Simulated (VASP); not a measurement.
A run of VASP 6.6.1 is set up as follows.

INCAR

```
SYSTEM = ZrGa3
  PREC = Accurate
  ENCUT = 520
  EDIFF = 1E-6
  ISMEAR = -1
  SIGMA = 0.03
  LREAL = .FALSE.
  LASPH = .TRUE.
  NELM = 60
  ALGO = Normal
  ISIF = 2
  LWAVE = .FALSE.
  LCHARG = .TRUE.
  LELF = .TRUE.
  LVHAR = .TRUE.
  NBANDS = 34
```

KPOINTS

```
regular mesh
0
G
  12 12 12
  0 0 0
```

Contents of POSCAR:

```
ZrGa3
1.0
   -2.0252100000      2.0252100000      4.3645000000
    2.0252100000     -2.0252100000      4.3645000000
    2.0252100000      2.0252100000     -4.3645000000
Zr Ga
1 3
Direct
    0.0000000000      0.0000000000      0.0000000000
    0.5000000000      0.5000000000      0.0000000000
    0.7500000000      0.2500000000      0.5000000000
    0.2500000000      0.7500000000      0.5000000000
```

Potentials or basis: VASP PAW LDA potentials, release 64 (Zr_sv, Ga_d).

Command:

```bash
$ cat potpaw_LDA.64/Zr_sv/POTCAR potpaw_LDA.64/Ga_d/POTCAR > POTCAR
$ mpirun -np 1 vasp_std > vasp.out
```

Task: Predict the band gap on the k mesh.

Result: Zero (an odd number of electrons rules out a gap without spin polarisation).

Task: What does it give for the pressure?

Result: -8.3 GPa.

Stress tensor (GPa, compression positive):
```
-11.92   0.00   0.00
  0.00 -11.92   0.00
  0.00   0.00  -0.98
```

Caveat: the cell differs from its parent crystal (equal xx and yy strain of +2 %); the stress differs along the axes, from -12 to -1 GPa.
